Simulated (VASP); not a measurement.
Wanted: the native input for a VASP 6.6.1 run.

```
Task                   : single point
Functional             : LDA
Potentials or basis    : VASP PAW LDA potentials, release 64 (Sn_d, O)
Cutoff                 : 520 eV
k mesh                 : 6 × 6 × 6
Occupations            : gaussian, width 0.02 eV
Spin                   : no spin polarisation
Dipole correction      : no
Further INCAR settings : ALGO = Normal; EDIFF = 1e-07; NBANDS = 64
```

The structure of SnO2 lies in POSCAR:

```
SnO2
1.0
    4.7477510894      0.0000000000      0.0000000000
    0.0000000000      5.7588193043      0.0000000000
    0.0000000000      0.0000000000      5.2517528426
Sn O
4 8
Direct
    0.5000000000      0.6653088293      0.7500000000
    0.0000000000      0.8346911707      0.2500000000
    0.5000000000      0.3346911707      0.2500000000
    0.0000000000      0.1653088293      0.7500000000
    0.7287857475      0.6077343374      0.0788191724
    0.2287857475      0.8922656626      0.9211808276
    0.7712142525      0.8922656626      0.5788191724
    0.2712142525      0.6077343374      0.4211808276
    0.7287857475      0.3922656626      0.5788191724
    0.2287857475      0.1077343374      0.4211808276
    0.7712142525      0.1077343374      0.0788191724
    0.2712142525      0.3922656626      0.9211808276
```

These files were run (other wordings do the same):

INCAR

```
PREC     = Accurate       # precision mode
ENCUT    = 520            # plane-wave cutoff, eV
EDIFF    = 1E-7           # SCF threshold, eV
ISMEAR   = 0              # smearing method
SIGMA    = 0.02           # smearing width, eV
LREAL    = F              # projectors in reciprocal space
LASPH    = T              # aspherical terms in the spheres
NELM     = 100            # most SCF steps
ALGO     = Normal         # electronic algorithm
ISIF     = 2              # what is computed and relaxed
LWAVE    = F              # write WAVECAR
LCHARG   = T              # write CHGCAR
GGA      = CA             # functional
LELF     = T              # ELF
LVHAR    = T            
NBANDS   = 64             # bands
```

KPOINTS

```
regular mesh
0
Gamma
  6 6 6
```

Potentials or basis: VASP PAW LDA potentials, release 64 (Sn_d, O).

Command:

```sh
$ cat potpaw_LDA.64/Sn_d/POTCAR potpaw_LDA.64/O/POTCAR > POTCAR
$ mpirun -np 1 vasp_std > vasp.out
```

Results of the run:

```yaml
Pressure: -4.5 GPa
Largest_force: 0.018 eV/Å
Band_gap_on_the_k_mesh: 1.21 eV (least direct gap 1.23 eV)
```

Caveat: the cell stands under tension; spin-orbit coupling is left out, which moves the levels of the heavy elements.

Run time: 13 min on 1 thread of Intel Xeon 8259CL, with other jobs on the host, peak memory 0.49 GiB.
